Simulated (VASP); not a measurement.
# LuBe6 (Pm-3m) in VASP: single point with PBE

Aim: the single point of LuBe6 with PBE.

Program: VASP 6.6.1. These are calculated values, not measurements. Logs are shortened: lines on timing, memory, paths and dates and some standing lists are left out, and cuts for length are marked.

### Step 1. The cell of the first run

Symmetry: Pm-3m, No. 221, cubic system. The conventional cell has a = 4.690 Å, b = 4.690 Å, c = 4.690 Å, α = 90.00°, β = 90.00°, γ = 90.00°. Lu (site symmetry m-3m) has 24 Be at 3.44 Å within 4.5 Å. Be (site symmetry 4mm) has 5 Be at 1.83 to 2.02 Å within 2.4 Å.

The cell was built from a structure type or drawn by symmetry, and may not be a known phase.

### Step 2. Single point, PBE

INCAR

```
  PREC = Accurate
  ENCUT = 520
  EDIFF = 1E-7
  ISMEAR = 0
  SIGMA = 0.1
  LREAL = F
  LASPH = T
  NELM = 60
  ALGO = Fast
  ISIF = 2
  LWAVE = F
  LCHARG = F
  GGA = PE
  NBANDS = 28
```

KPOINTS

```
Automatic mesh
0
Gamma
  4 4 4
```

POSCAR

```
LuBe6
1.0
    4.6904195582      0.0000000000      0.0000000000
    0.0000000000      4.6904195582      0.0000000000
    0.0000000000      0.0000000000      4.6904195582
Lu Be
1 6
Direct
    0.5000000000      0.5000000000      0.5000000000
    0.0000000000      0.0000000000      0.3044078032
    0.0000000000      0.0000000000      0.6955921968
    0.3044078032      0.0000000000      0.0000000000
    0.6955921968      0.0000000000      0.0000000000
    0.0000000000      0.3044078032      0.0000000000
    0.0000000000      0.6955921968      0.0000000000
```

Potentials or basis: VASP PAW PBE potentials, release 64 (Lu, Be).

On the command line:

```sh
> cat potpaw_PBE.64/Lu/POTCAR potpaw_PBE.64/Be/POTCAR > POTCAR
> mpirun -np 1 vasp_std > vasp.out
```

OUTCAR:

```text
PREC = Accurate
   ENCUT = 520
   EDIFF = 1E-7
   ISMEAR = 0
   LREAL = F
   LASPH = T
   NELM = 60
   ISIF = 2
   GGA = PE

 ion  position               nearest neighbor table
   1  0.500  0.500  0.500-
   2  0.000  0.000  0.304-   3 1.83   4 2.02   5 2.02   6 2.02   7 2.02
   3  0.000  0.000  0.696-   2 1.83   4 2.02   5 2.02   6 2.02   7 2.02
   4  0.304  0.000  0.000-   5 1.83   3 2.02   2 2.02   6 2.02   7 2.02
   5  0.696  0.000  0.000-   4 1.83   3 2.02   2 2.02   6 2.02   7 2.02
   6  0.000  0.304  0.000-   7 1.83   3 2.02   4 2.02   5 2.02   2 2.02
   7  0.000  0.696  0.000-   6 1.83   3 2.02   4 2.02   5 2.02   2 2.02

  LATTYP: Found a simple cubic cell.
 ALAT       =     4.6904195582

  Lattice vectors:

 A1 = (   4.6904195582,   0.0000000000,   0.0000000000)
 A2 = (   0.0000000000,   4.6904195582,   0.0000000000)
 A3 = (   0.0000000000,   0.0000000000,   4.6904195582)

Analysis of symmetry for initial positions (statically):
=====================================================================
 Subroutine PRICEL returns:
 Original cell was already a primitive cell.

 Routine SETGRP: Setting up the symmetry group for a
 simple cubic supercell.

 Subroutine GETGRP returns: Found 48 space group operations
 (whereof 48 operations were pure point group operations)
 out of a pool of 48 trial point group operations.

The static configuration has the point symmetry O_h .

Analysis of symmetry for dynamics (positions and initial velocities):
=====================================================================
 Subroutine PRICEL returns:
 Original cell was already a primitive cell.

 Routine SETGRP: Setting up the symmetry group for a
 simple cubic supercell.

 Subroutine GETGRP returns: Found 48 space group operations
 (whereof 48 operations were pure point group operations)
 out of a pool of 48 trial point group operations.

The dynamic configuration has the point symmetry O_h .

 Subroutine INISYM returns: Found 48 space group operations
 (whereof 48 operations are pure point group operations),
 and found     1 'primitive' translations

----------------------------------------------------------------------------------------

                                     Primitive cell

  volume of cell :     103.1894

  direct lattice vectors                    reciprocal lattice vectors
     4.690419558  0.000000000  0.000000000     0.213200544  0.000000000  0.000000000
     0.000000000  4.690419558  0.000000000     0.000000000  0.213200544  0.000000000
     0.000000000  0.000000000  4.690419558     0.000000000  0.000000000  0.213200544

  length of vectors
     4.690419558  4.690419558  4.690419558     0.213200544  0.213200544  0.213200544

  position of ions in fractional coordinates (direct lattice)
     0.500000000  0.500000000  0.500000000
     0.000000000  0.000000000  0.304407803
     0.000000000  0.000000000  0.695592197
     0.304407803  0.000000000  0.000000000
     0.695592197  0.000000000  0.000000000
     0.000000000  0.304407803  0.000000000
     0.000000000  0.695592197  0.000000000

  ion indices of the primitive-cell ions
   primitive index   ion index
                 1           1
                 2           2
                 3           3
                 4           4
                 5           5
                 6           6
                 7           7

----------------------------------------------------------------------------------------

 KPOINTS: Automatic mesh

Automatic generation of k-mesh.
 Grid dimensions read from file:
 generate k-points for:    4    4    4

 Generating k-lattice:

  Cartesian coordinates                     Fractional coordinates (reciprocal lattice)
     0.053300136  0.000000000  0.000000000     0.250000000  0.000000000  0.000000000
     0.000000000  0.053300136  0.000000000     0.000000000  0.250000000  0.000000000
     0.000000000  0.000000000  0.053300136     0.000000000  0.000000000  0.250000000

  Length of vectors
     0.053300136  0.053300136  0.053300136

  Shift w.r.t. Gamma in fractional coordinates (k-lattice)
     0.000000000  0.000000000  0.000000000

 Subroutine IBZKPT returns following result:
 ===========================================

 Found     10 irreducible k-points:

 Following reciprocal coordinates:
            Coordinates               Weight
  0.000000  0.000000  0.000000      1.000000
  0.250000  0.000000  0.000000      6.000000
  0.500000  0.000000  0.000000      3.000000
  0.250000  0.250000  0.000000     12.000000
  0.500000  0.250000  0.000000     12.000000
  0.500000  0.500000  0.000000      3.000000
  0.250000  0.250000  0.250000      8.000000
  0.500000  0.250000  0.250000     12.000000
  0.500000  0.500000  0.250000      6.000000
  0.500000  0.500000  0.500000      1.000000
   k-points           NKPTS =     10   k-points in BZ     NKDIM =     10   number of bands    NBANDS=     28
   number of dos      NEDOS =    301   number of ions     NIONS =      7
   total plane-waves  NPLWV =  46656
   dimension x,y,z NGX =    36 NGY =   36 NGZ =   36
   dimension x,y,z NGXF=    72 NGYF=   72 NGZF=   72
   ions per type =               1   6
   NGX,Y,Z   is equivalent  to a cutoff of  12.76, 12.76, 12.76 a.u.
   NGXF,Y,Z  is equivalent  to a cutoff of  25.52, 25.52, 25.52 a.u.
 SYSTEM =  unknown system
   PREC   = accura    normal or accurate (medium, high low for compatibility)
   ISTART =      0    job   : 0-new  1-cont  2-samecut
   ICHARG =      2    charge: 1-file 2-atom 10-const
   ISPIN  =      1    spin polarized calculation?
   LNONCOLLINEAR =      F non collinear calculations
   LSORBIT =      F    spin-orbit coupling
   LASPH  =      T    aspherical Exc in radial PAW
   ENCUT  =  520.0 eV  38.22 Ry    6.18 a.u.   8.72  8.72  8.72*2*pi/ulx,y,z
   NELM   =     60;   NELMIN=  2; NELMDL= -5     # of ELM steps
   EDIFF  = 0.1E-06   stopping-criterion for ELM
   LREAL  =      F    real-space projection
   EDIFFG = 0.1E-05   stopping-criterion for IOM
   NSW    =      0    number of steps for IOM
   IBRION =     -1    ionic relax: 0-MD 1-quasi-New 2-CG
   NFREE  =      0    steps in history (QN), initial steepest desc. (CG)
   ISIF   =      2    stress and relaxation
   ISYM   =      2    0-nonsym 1-usesym 2-fastsym
   POTIM  = 0.5000    time-step for ionic-motion
   TEBEG  =    0.0;   TEEND  =   0.0 temperature during run
   PSTRESS=    0.0 pullay stress
   NELECT =      37.0000    total number of electrons
   NUPDOWN=      -1.0000    fix difference up-down
   EMIN   =  10.00;   EMAX   =-10.00  energy-range for DOS
   EFERMI =   0.00;   METHOD = LEGACY
   ISMEAR =     0;   SIGMA  =   0.10  broadening in eV -4-tet -1-fermi 0-gaus
   EFERMI_NEDOS =   21; number of points for ismear=-14 and -15
   IALGO  =     68    algorithm
   IMIX   =      4    mixing-type and parameters
     AMIX     =   0.40;   BMIX     =  1.00
     AMIX_MAG =   1.60;   BMIX_MAG =  1.00
  volume/ion in A,a.u.               =      14.74        99.48
  Fermi-wavevector in a.u.,A,eV,Ry     =   1.163046  2.197839 18.404287  1.352677
  Thomas-Fermi vector in A             =   2.299601
   LORBIT       =      0    0 simple, 1 ext, 2 COOP (PROOUT), +10 PAW based schemes
   GGA     = PE    functional components
   LHFCALC =     F    Hartree Fock is set to
   AEXX    =    0.0000 exact exchange contribution
   IVDW    =     0    specifies the selected vdW correction
   LEPSILON=     F    determine dielectric tensor
   LRPA    =     F    only Hartree local field effects (RPA)
 non-spin polarized calculation
 RMM-DIIS sequential band-by-band and
 Gauss-broadening in eV      SIGMA  =   0.10
  energy-cutoff  :      520.00
  volume of cell :      103.19
 maximum number of plane-waves:      2801
 NGX is ok and might be reduce to    36
   NGX = 17   NGY = 17   NGZ = 17

 number of electron      36.9999988 magnetization

 Free energy of the ion-electron system (eV)
  ---------------------------------------------------
  ext. energy  EPLUGINS =         0.00000000
  ---------------------------------------------------
  free energy    TOTEN  =       -21.01706878 eV

  energy without entropy =      -20.99495017  energy(sigma->0) =      -21.00600947

 E-fermi :   2.7044     XC(G=0):  -9.3897

 val. band max:        2.6496392627   @ k =   0.2500   0.2500   0.0000
 cond. band min:       2.7255562504   @ k =   0.5000   0.2500   0.0000
 fundamental gap:      0.0759169876
 Fermi energy:         2.7044110875

 k-point     1 :       0.0000    0.0000    0.0000
  band No.  band energies     occupation
      1     -54.6601      2.00000
      2     -25.2180      2.00000
      3     -25.2180      2.00000
      4     -25.2180      2.00000
      5      -5.7457      2.00000
      6      -3.2525      2.00000
[... 20 lines left out ...]
     27       6.5868      0.00000
     28       6.9750      0.00000

 k-point     2 :       0.2500    0.0000    0.0000
  band No.  band energies     occupation
      1     -54.6600      2.00000
      2     -25.2216      2.00000
      3     -25.2177      2.00000
      4     -25.2177      2.00000
      5      -5.5165      2.00000
      6      -3.2542      2.00000
[... 20 lines left out ...]
     27       6.3228      0.00000
     28       7.8333      0.00000

 k-point     3 :       0.5000    0.0000    0.0000
  band No.  band energies     occupation
      1     -54.6600      2.00000
      2     -25.2252      2.00000
      3     -25.2174      2.00000
      4     -25.2174      2.00000
      5      -5.1988      2.00000
      6      -3.2529      2.00000
[... 182 lines left out ...]
      3     -25.2241      2.00000
      4     -25.2203      2.00000
      5      -4.8121      2.00000
      6      -3.2517      2.00000
[... 20 lines left out ...]
     27       6.5913      0.00000
     28       8.4633      0.00000

 k-point    10 :       0.5000    0.5000    0.5000
  band No.  band energies     occupation
      1     -54.6599      2.00000
      2     -25.2238      2.00000
      3     -25.2238      2.00000
      4     -25.2238      2.00000
      5      -4.6663      2.00000
      6      -3.2499      2.00000
[... 20 lines left out ...]
     27       6.7096      0.00000
     28       9.2350      0.00000

------------------------ aborting loop because EDIFF is reached ----------------------------------------

  FORCE on cell =-STRESS in cart. coord.  units (eV):
  Direction    XX          YY          ZZ          XY          YZ          ZX
  --------------------------------------------------------------------------------------
  -------------------------------------------------------------------------------------
  Total        0.1372992      0.1372992      0.1372992     -0.0000000      0.0000000     -0.0000000
  in kB        2.1317860      2.1317860      2.1317860     -0.0000000      0.0000000     -0.0000000
  external PRESSURE =       2.1317860 kB  Pullay stress =       0.0000000 kB

 VOLUME and BASIS-vectors are now :
 -----------------------------------------------------------------------------
  energy-cutoff  :      520.00
  volume of cell :      103.19
      direct lattice vectors                 reciprocal lattice vectors
     4.690419558  0.000000000  0.000000000     0.213200544  0.000000000  0.000000000
     0.000000000  4.690419558  0.000000000     0.000000000  0.213200544  0.000000000
     0.000000000  0.000000000  4.690419558     0.000000000  0.000000000  0.213200544

 POSITION                                       TOTAL-FORCE (eV/Angst)
 -----------------------------------------------------------------------------------
      2.34521      2.34521      2.34521         0.000000      0.000000      0.000000
      0.00000      0.00000      1.42780        -0.000000      0.000000      0.003593
      0.00000      0.00000      3.26262         0.000000     -0.000000     -0.003593
      1.42780      0.00000      0.00000         0.003593      0.000000      0.000000
      3.26262      0.00000      0.00000        -0.003593     -0.000000      0.000000
      0.00000      1.42780      0.00000         0.000000      0.003593      0.000000
      0.00000      3.26262      0.00000        -0.000000     -0.003593      0.000000
 -----------------------------------------------------------------------------------
    total drift:                                0.000000      0.000000      0.000000

  FREE ENERGIE OF THE ION-ELECTRON SYSTEM (eV)
  ---------------------------------------------------
  free  energy   TOTEN  =       -21.0170687750 eV

  energy  without entropy=      -20.9949501664  energy(sigma->0) =      -21.00600947
```

Wall time 59 s (1 thread of AMD EPYC 7R43 (Zen 3), shared host); peak memory 0.19 GiB.

What came out:

```
Free energy            : -21.0171 eV
Pressure               : 0.2 GPa
Largest force          : 0.004 eV/Å
Band gap on the k mesh : zero (an odd number of electrons rules out a gap without spin polarisation)
```

Forces in eV/Å, atoms in the order of the input:
```
Lu   0.000  0.000  0.000
Be   0.000  0.000  0.004
Be   0.000  0.000 -0.004
Be   0.004  0.000  0.000
Be  -0.004  0.000  0.000
Be   0.000  0.004  0.000
Be   0.000 -0.004  0.000
```

Levels at points of the mesh, in eV from the Fermi level:
| k point | band 16 | band 17 | band 18 | band 19 | band 20 | band 21 |
| --- | --- | --- | --- | --- | --- | --- |
| (0.00, 0.00, 0.00) | -2.85 | -2.07 | -2.07 | 1.21 | 1.21 | 1.21 |
| (0.50, 0.00, 0.00) | -2.50 | -1.26 | -0.28 | -0.28 | 0.08 | 0.68 |
| (0.50, 0.50, 0.00) | -2.36 | -1.32 | -0.84 | -0.84 | 1.15 | 1.15 |
| (0.50, 0.50, 0.50) | -2.32 | -2.32 | -2.32 | 0.77 | 1.63 | 1.63 |

Caveat: spin-orbit coupling is left out, which moves the levels of the heavy elements.
